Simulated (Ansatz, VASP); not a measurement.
# Ge4MoW: VASP beside Ansatz

```
Ge Mo W
1.0
     3.57288    0.00000    0.00000
     0.00000    3.57288    0.00000
     0.00000    0.00000    8.80940
Ge Mo W
4 1 1
Direct
  0.00000 0.00000 0.66167
  0.50000 0.50000 0.16167
  0.00000 0.00000 0.33833
  0.50000 0.50000 0.83833
  0.00000 0.00000 0.00000
  0.50000 0.50000 0.50000
```

Alike in both runs: task single point; functional PBE; k mesh 6 × 6 × 2; occupations gaussian, width 0.1 eV; no spin polarisation.

|  | VASP | Ansatz |
| --- | --- | --- |
| version | VASP 6.6.1 | Ansatz 0.2.0 |
| potentials or method | VASP PAW PBE potentials, release 64 (Ge_d, Mo_sv, W_sv), cutoff 520 eV | scalar-relativistic, plane waves, PAW |
| valence electrons in the cell | 84 | 84 |

|  | VASP | Ansatz | Ansatz less VASP |
| --- | --- | --- | --- |
| gap on the k mesh at the Fermi level (eV) | none | none | - |
| pressure (GPa) | -20.5 | -20.6 | -0.13 |
| traceless stress, the component that is largest in VASP (GPa) | 0.42 | 0.41 | -0.008 |
| rms of the force components (eV/Å) | 0.173 | 0.174 | +0.0007 |

Atom by atom the forces differ by 0.001 eV/Å (rms over components). A gap of «none» marks a metal or a gap that the smearing closes. With one functional, cell and mesh, what is left measures potentials, basis and numerics.

Neither program's run includes spin-orbit coupling.
